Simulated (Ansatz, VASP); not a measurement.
**Ta in VASP and in Ansatz**

Contents of INCAR:

```
SYSTEM = Ta
PREC     = Accurate       ! precision mode
ENCUT    = 520            ! plane-wave cutoff, eV
EDIFF    = 1E-6           ! SCF threshold, eV
ISMEAR   = -1             ! smearing method
SIGMA    = 0.05           ! smearing width, eV
LREAL    = .FALSE.        ! projectors in reciprocal space
LASPH    = .TRUE.         ! aspherical terms in the spheres
NELM     = 60             ! most SCF steps
ALGO     = Normal         ! electronic algorithm
ISIF     = 2              ! what is computed and relaxed
LWAVE    = .FALSE.        ! write WAVECAR
LCHARG   = .TRUE.         ! write CHGCAR
GGA      = CA             ! functional
LELF     = .TRUE.         ! ELF
LVHAR    = .TRUE.       
NBANDS   = 18             ! bands
```

The input KPOINTS:

```
Automatic mesh
0
G
  11 11 5
  0 0 0
```

File POSCAR:

```
Ta
1.0
    2.8611730502      0.0000000000      0.0000000000
   -1.4305865251      2.4778485461      0.0000000000
    0.0000000000      0.0000000000      5.0964509272
Ta
2
Direct
    0.3333333333      0.6666666667      0.2500000000
    0.6666666667      0.3333333333      0.7500000000
```

input.yaml

```yaml
crystal:
  lattice:
    - [2.8611730502, 0.0, 0.0]
    - [-1.4305865251, 2.4778485461, 0.0]
    - [0.0, 0.0, 5.0964509272]
  atoms:
    - { symbol: Ta, position: [0.3333333333, 0.6666666667, 0.25] }
    - { symbol: Ta, position: [0.6666666667, 0.3333333333, 0.75] }
kpoints:
  mp_grid: { grid: [11, 11, 5] }
scf:
  occupations: { method: fermi_dirac, width: 0.05 }
hamiltonian:
  xc: lda
  pseudopotentials: { kind: all_electron, lapw: { basis_error: 0.001 } }
output:
  forces: true
  stress: true
  eigenvalues: true
```

Change from the starting cell: volume scaled by 0.96.

Alike in both runs: task single point; functional LDA; k mesh 11 × 11 × 5; occupations fermi-dirac, width 0.05 eV; no spin polarisation.

```csv
,VASP,Ansatz
version,VASP 6.6.1,Ansatz 0.2.0
potentials or method,"VASP PAW LDA potentials, release 64 (Ta_pv), cutoff 520 eV","all-electron LAPW, scalar-relativistic"
```

VASP gave:

| Quantity | Value |
| --- | --- |
| gap on the k mesh at the Fermi level (eV) | none |
| pressure (GPa) | -3.9 |
| traceless stress, the component that is largest in VASP (GPa) | 1.46 |

Estimate Ansatz's values.

gap on the k mesh at the Fermi level (eV): none; pressure (GPa): -4.7; traceless stress, the component that is largest in VASP (GPa): 1.54.

LDA's correlation is that of Perdew and Zunger in VASP and of Perdew and Wang (1992) in Ansatz. A gap of «none» marks a metal or a gap that the smearing closes. Ansatz ran all-electron here, and VASP with PAW potentials.

Neither program's run includes spin-orbit coupling.
